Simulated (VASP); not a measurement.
# F (C2/m) in VASP: a series of runs, part 3 of 3

VASP 6.6.1.

## Step 6: Single point, PBEsol

This run uses another cell than the first one, of the same volume but with other edges.

INCAR reads:

```
  PREC = Accurate
  ENCUT = 520
  EDIFF = 1E-7
  ISMEAR = 0
  SIGMA = 0.05
  LREAL = F
  LASPH = T
  NELM = 60
  ALGO = Normal
  ISIF = 2
  LWAVE = F
  LCHARG = T
  GGA = PS
  LELF = T
  LVHAR = T
  NBANDS = 22
```

KPOINTS reads:

```
Automatic mesh
0
Gamma
  4 4 2
```

POSCAR reads:

```
F
1.0
    3.0895716074     -1.7196229816     -0.2382944156
    3.0895716074      1.7196229816     -0.2382944156
   -2.3399013812      0.0000000000      6.8935700223
F
4
Direct
    0.0848459664      0.0848459664      0.0940038325
    0.9151540336      0.9151540336      0.9059961675
    0.5015719855      0.5015719855      0.5937195244
    0.4984280145      0.4984280145      0.4062804756
```

Potentials or basis: VASP PAW PBE potentials, release 64 (F).

The run is started by

```sh
cat potpaw_PBE.64/F/POTCAR > POTCAR
mpirun -np 1 vasp_std > vasp.out
```

OUTCAR:

```text
PREC = Accurate
   ENCUT = 520
   EDIFF = 1E-7
   ISMEAR = 0
   LREAL = F
   LASPH = T
   NELM = 60
   ISIF = 2
   GGA = PS

 ion  position               nearest neighbor table
   1  0.085  0.085  0.094-   2 1.36
   2  0.915  0.915  0.906-   1 1.36
   3  0.502  0.502  0.594-   4 1.36
   4  0.498  0.498  0.406-   3 1.36

  LATTYP: Found a base centered monoclinic cell.
 ALAT       =     6.1974952830
 B/A-ratio  =     0.5549412797
 C/A-ratio  =     1.1746464453
 COS(beta)  =    -0.3932887866

  Lattice vectors:

 A1 = (   3.0895716074,  -1.7196229816,  -0.2382944156)
 A2 = (   3.0895716074,   1.7196229816,  -0.2382944156)
 A3 = (  -2.3399013812,   0.0000000000,   6.8935700223)

Analysis of symmetry for initial positions (statically):
=====================================================================
 Subroutine PRICEL returns:
 Original cell was already a primitive cell.

 Routine SETGRP: Setting up the symmetry group for a
 base centered monoclinic supercell.

 Subroutine GETGRP returns: Found  4 space group operations
 (whereof  4 operations were pure point group operations)
 out of a pool of  4 trial point group operations.

The static configuration has the point symmetry C_2h.

Analysis of symmetry for dynamics (positions and initial velocities):
=====================================================================
 Subroutine PRICEL returns:
 Original cell was already a primitive cell.

 Routine SETGRP: Setting up the symmetry group for a
 base centered monoclinic supercell.

 Subroutine GETGRP returns: Found  4 space group operations
 (whereof  4 operations were pure point group operations)
 out of a pool of  4 trial point group operations.

The dynamic configuration has the point symmetry C_2h.

 Subroutine INISYM returns: Found  4 space group operations
 (whereof  4 operations are pure point group operations),
 and found     1 'primitive' translations

----------------------------------------------------------------------------------------

                                     Primitive cell

  volume of cell :      71.3320

  direct lattice vectors                    reciprocal lattice vectors
     3.089571607 -1.719622982 -0.238294416     0.166185463 -0.290761408  0.056408739
     3.089571607  1.719622982 -0.238294416     0.166185463  0.290761408  0.056408739
    -2.339901381  0.000000000  6.893570022     0.011489277  0.000000000  0.148962551

  length of vectors
     3.543915934  3.543915934  7.279865804     0.339620009  0.339620009  0.149404970

  position of ions in fractional coordinates (direct lattice)
     0.084845966  0.084845966  0.094003833
     0.915154034  0.915154034  0.905996167
     0.501571986  0.501571986  0.593719524
     0.498428015  0.498428015  0.406280476

  ion indices of the primitive-cell ions
   primitive index   ion index
                 1           1
                 2           2
                 3           3
                 4           4

[... 26 lines left out ...]
 Following reciprocal coordinates:
            Coordinates               Weight
  0.000000  0.000000  0.000000      1.000000
  0.250000  0.000000  0.000000      4.000000
  0.500000  0.000000  0.000000      2.000000
  0.250000  0.250000  0.000000      2.000000
  0.500000  0.250000  0.000000      4.000000
 -0.250000  0.250000  0.000000      2.000000
  0.500000  0.500000  0.000000      1.000000
  0.000000  0.000000  0.500000      1.000000
  0.250000  0.000000  0.500000      4.000000
  0.500000  0.000000  0.500000      2.000000
  0.250000  0.250000  0.500000      2.000000
  0.500000  0.250000  0.500000      4.000000
 -0.250000  0.250000  0.500000      2.000000
  0.500000  0.500000  0.500000      1.000000
   k-points           NKPTS =     14   k-points in BZ     NKDIM =     14   number of bands    NBANDS=     22
   number of dos      NEDOS =    301   number of ions     NIONS =      4
   total plane-waves  NPLWV =  42336
   dimension x,y,z NGX =    28 NGY =   28 NGZ =   54
   dimension x,y,z NGXF=    56 NGYF=   56 NGZF=  108
   ions per type =               4
   NGX,Y,Z   is equivalent  to a cutoff of  13.13, 13.13, 12.33 a.u.
   NGXF,Y,Z  is equivalent  to a cutoff of  26.27, 26.27, 24.66 a.u.
 SYSTEM =  unknown system
   PREC   = accura    normal or accurate (medium, high low for compatibility)
   ISTART =      0    job   : 0-new  1-cont  2-samecut
   ICHARG =      2    charge: 1-file 2-atom 10-const
   ISPIN  =      1    spin polarized calculation?
   LNONCOLLINEAR =      F non collinear calculations
   LSORBIT =      F    spin-orbit coupling
   LASPH  =      T    aspherical Exc in radial PAW
   ENCUT  =  520.0 eV  38.22 Ry    6.18 a.u.   6.59  6.59 13.54*2*pi/ulx,y,z
   NELM   =     60;   NELMIN=  2; NELMDL= -5     # of ELM steps
   EDIFF  = 0.1E-06   stopping-criterion for ELM
   LREAL  =      F    real-space projection
   EDIFFG = 0.1E-05   stopping-criterion for IOM
   NSW    =      0    number of steps for IOM
   IBRION =     -1    ionic relax: 0-MD 1-quasi-New 2-CG
   NFREE  =      0    steps in history (QN), initial steepest desc. (CG)
   ISIF   =      2    stress and relaxation
   ISYM   =      2    0-nonsym 1-usesym 2-fastsym
   POTIM  = 0.5000    time-step for ionic-motion
   TEBEG  =    0.0;   TEEND  =   0.0 temperature during run
   PSTRESS=    0.0 pullay stress
   NELECT =      28.0000    total number of electrons
   NUPDOWN=      -1.0000    fix difference up-down
   EMIN   =  10.00;   EMAX   =-10.00  energy-range for DOS
   EFERMI =   0.00;   METHOD = LEGACY
   ISMEAR =     0;   SIGMA  =   0.05  broadening in eV -4-tet -1-fermi 0-gaus
   EFERMI_NEDOS =   21; number of points for ismear=-14 and -15
   IALGO  =     38    algorithm
   IMIX   =      4    mixing-type and parameters
     AMIX     =   0.40;   BMIX     =  1.00
     AMIX_MAG =   1.60;   BMIX_MAG =  1.00
  volume/ion in A,a.u.               =      17.83       120.34
  Fermi-wavevector in a.u.,A,eV,Ry     =   1.198669  2.265156 19.548960  1.436808
  Thomas-Fermi vector in A             =   2.334552
   LORBIT       =      0    0 simple, 1 ext, 2 COOP (PROOUT), +10 PAW based schemes
   GGA     = PS    functional components
   LHFCALC =     F    Hartree Fock is set to
   AEXX    =    0.0000 exact exchange contribution
   IVDW    =     0    specifies the selected vdW correction
   LEPSILON=     F    determine dielectric tensor
   LRPA    =     F    only Hartree local field effects (RPA)
 non-spin polarized calculation
 Gauss-broadening in eV      SIGMA  =   0.05
  energy-cutoff  :      520.00
  volume of cell :       71.33
 maximum number of plane-waves:      1937
 NGX is ok and might be reduce to    28

 number of electron      27.9999989 magnetization

 Free energy of the ion-electron system (eV)
  ---------------------------------------------------
  ext. energy  EPLUGINS =         0.00000000
  ---------------------------------------------------
  free energy    TOTEN  =        -7.67656944 eV

  energy without entropy =       -7.67656944  energy(sigma->0) =       -7.67656944

 E-fermi :  -4.9287     XC(G=0):  -7.0489

 val. band max:       -5.2707853097   @ k =   0.5000   0.5000   0.0000
 cond. band min:      -1.7567538304   @ k =   0.0000   0.0000   0.0000
 fundamental gap:      3.5140314792
 Fermi energy:        -4.9287105250

 k-point     1 :       0.0000    0.0000    0.0000
  band No.  band energies     occupation
      1     -31.2653      2.00000
      2     -31.1083      2.00000
      3     -23.7325      2.00000
      4     -23.4146      2.00000
      5     -12.4162      2.00000
      6     -11.7275      2.00000
[... 339 lines left out ...]
     21       9.6307      0.00000
     22       9.8973      0.00000

------------------------ aborting loop because EDIFF is reached ----------------------------------------

  FORCE on cell =-STRESS in cart. coord.  units (eV):
  Direction    XX          YY          ZZ          XY          YZ          ZX
  --------------------------------------------------------------------------------------
  -------------------------------------------------------------------------------------
  Total        0.7586162     -0.2054939      5.3857639      0.0000000      0.0000000      0.3792130
  in kB       17.0391648     -4.6155683    120.9688325      0.0000000      0.0000000      8.5174457
  external PRESSURE =      44.4641430 kB  Pullay stress =       0.0000000 kB

 VOLUME and BASIS-vectors are now :
 -----------------------------------------------------------------------------
  energy-cutoff  :      520.00
  volume of cell :       71.33
      direct lattice vectors                 reciprocal lattice vectors
     3.089571607 -1.719622982 -0.238294416     0.166185463 -0.290761408  0.056408739
     3.089571607  1.719622982 -0.238294416     0.166185463  0.290761408  0.056408739
    -2.339901381  0.000000000  6.893570022     0.011489277  0.000000000  0.148962551

 POSITION                                       TOTAL-FORCE (eV/Angst)
 -----------------------------------------------------------------------------------
      0.30432      0.00000      0.60759         1.058332      0.000000      2.094034
      3.53493      0.00000      5.80940        -1.058332      0.000000     -2.094034
      1.71004      0.00000      3.85380        -0.734404      0.000000      2.240972
      2.12920      0.00000      2.56318         0.734404      0.000000     -2.240972
 -----------------------------------------------------------------------------------
    total drift:                                0.000000      0.000000     -0.000000

  FREE ENERGIE OF THE ION-ELECTRON SYSTEM (eV)
  ---------------------------------------------------
  free  energy   TOTEN  =        -7.6765694410 eV

  energy  without entropy=       -7.6765694410  energy(sigma->0) =       -7.67656944
```

stdout:

```text
POSCAR found type information on POSCAR F
 POSCAR found :  1 types and       4 ions
 scaLAPACK will be used
 -----------------------------------------------------------------------------
|                                                                             |
|                                                                             |
|     You enforced a specific xc type in the INCAR file but a different       |
|     I HOPE YOU KNOW WHAT YOU ARE DOING!                                     |
|                                                                             |
 -----------------------------------------------------------------------------

 LDA part: xc-table for (Slater+PW92), standard interpolation
 POSCAR, INCAR and KPOINTS ok, starting setup
 FFT: planning ... GRIDC
 FFT: planning ... GRID_SOFT
 FFT: planning ... GRID
 WAVECAR not read
 entering main loop
```

Run time: 44 s. Hardware: 1 thread of AMD EPYC 7R13, shared host; peak memory 0.15 GiB.

Results:

```yaml
Free_energy: -7.6766 eV
Pressure: 4.4 GPa
Largest_force: 2.358 eV/Å
Band_gap_on_the_k_mesh: 3.51 eV, indirect (least direct gap 3.62 eV)
```

Forces on the atoms (eV/Å):
```
F    1.058  0.000  2.094
F   -1.058  0.000 -2.094
F   -0.734  0.000  2.241
F    0.734  0.000 -2.241
```

Caveat: the k points lie up to 0.53 Å⁻¹ apart; the PAW data sets were made with another functional, which shifts forces and pressure a little.

## Step 7: Overview

```tsv
cell	gap on the mesh (eV)	pressure (GPa)	largest force (eV/Å)
a = 3.620, b = 3.620, c = 7.220 Å, angles 111.2, 111.2, 55.7°, 4 atoms	3.70	5.7	2.99
a = 3.569, b = 3.569, c = 7.259 Å, angles 110.5, 110.5, 57.3°, 4 atoms	3.58	4.9	2.57
a = 3.473, b = 3.473, c = 7.345 Å, angles 109.0, 109.0, 60.4°, 4 atoms	3.33	3.2	1.73
a = 3.406, b = 3.406, c = 7.415 Å, angles 108.0, 108.0, 62.8°, 4 atoms	3.14	1.9	1.12
a = 3.544, b = 3.544, c = 7.280 Å, angles 110.1, 110.1, 58.1°, 4 atoms	3.51	4.4	2.36
```

Alike in all rows: task single point; level PBEsol; potentials or basis VASP PAW PBE potentials, release 64 (F); no spin polarisation; k mesh 4 × 4 × 2; cutoff (eV) 520; smearing gaussian 0.05 eV.

Caveats: all runs use coarse meshes; the PAW data sets were made with another functional, which shifts forces and pressure a little.

Absolute energies hang on the potentials; compare differences alone.
